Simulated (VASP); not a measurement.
Runs of VASP 6.6.1 on CdS. The structure is that of space group P6_3/mmc (No. 194), or close to it. The cells are those of the table. 

```csv
cell,gap on the mesh (eV),pressure (GPa)
"a = 3.915, b = 3.915, c = 6.542 Å, angles 90.0, 90.0, 120.0°, 4 atoms",0.41,-1.6
"a = 3.798, b = 3.798, c = 6.345 Å, angles 90.0, 90.0, 120.0°, 4 atoms",0.82,5.6
"a = 3.953, b = 3.953, c = 6.605 Å, angles 90.0, 90.0, 120.0°, 4 atoms",0.30,-3.3
"a = 3.838, b = 3.838, c = 6.412 Å, angles 90.0, 90.0, 120.0°, 4 atoms",0.67,(a)
"a = 3.877, b = 3.877, c = 6.478 Å, angles 90.0, 90.0, 120.0°, 4 atoms",(c),(b)
```

Alike in all rows: task single point; level PBE; potentials or basis VASP PAW PBE potentials, release 64 (Cd, S); no spin polarisation; k mesh 6 × 6 × 4; cutoff (eV) 520; smearing gaussian 0.01 eV.

Q: Estimate the missing entries.

A: (a) 2.8; (b) 0.4; (c) 0.54.

Caveats: the cell stands under pressure (at least some runs); the cell stands under tension (at least some runs).

A k mesh can miss the band edges, and the runs leave out spin-orbit coupling on Cd.
